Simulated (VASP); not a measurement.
Set up this calculation in VASP 6.6.1, as the native input.

```yaml
Task: single point
Functional: LDA
Potentials_or_basis: VASP PAW LDA potentials, release 64 (Si)
Cutoff: 500 eV
k_mesh: 12 × 12 × 8
Occupations: gaussian, width 0.15 eV
Spin: no spin polarisation
Dipole_correction: no
Further_INCAR_settings: ALGO = Normal; EDIFF = 1e-06; NBANDS = 11
```

The structure of Si lies in POSCAR:

```
Si
1.0
    2.4729552797      0.0944380799      0.0667365018
   -1.1546918636      2.2351833546      0.2052172656
    0.1264255331      0.5218969995      5.1471334243
Si
2
Direct
    0.0028624920      0.0028636940      0.0012451595
   -0.0028624920     -0.0028636940      0.4987548405
```

The input as run:

INCAR

```
SYSTEM = Si
PREC = Accurate
ENCUT = 500
EDIFF = 1E-6
ISMEAR = 0
SIGMA = 0.15
LREAL = .FALSE.
LASPH = .TRUE.
NELM = 120
ALGO = Normal
ISIF = 2
LWAVE = .FALSE.
LCHARG = .TRUE.
GGA = CA
LELF = .TRUE.
LVHAR = .TRUE.
NBANDS = 11
GGA_COMPAT = .FALSE.
```

KPOINTS

```
regular mesh
0
G
  12 12 8
  0 0 0
```

Potentials or basis: VASP PAW LDA potentials, release 64 (Si).

Launch:

```bash
$ cat potpaw_LDA.64/Si/POTCAR > POTCAR
$ mpirun -np 1 vasp_std > vasp.out
```

Results of the run:

* Pressure: 1.7 GPa
* Largest force: 0.043 eV/Å
* Band gap on the k mesh: zero (band 4 reaches 16.49 eV, above the bottom of band 5 at 7.28 eV)

It took 63 s on 1 thread of Intel(R) Xeon(R) Platinum 8488C (Sapphire Rapids), with other jobs on the host, peak memory 0.22 GiB.
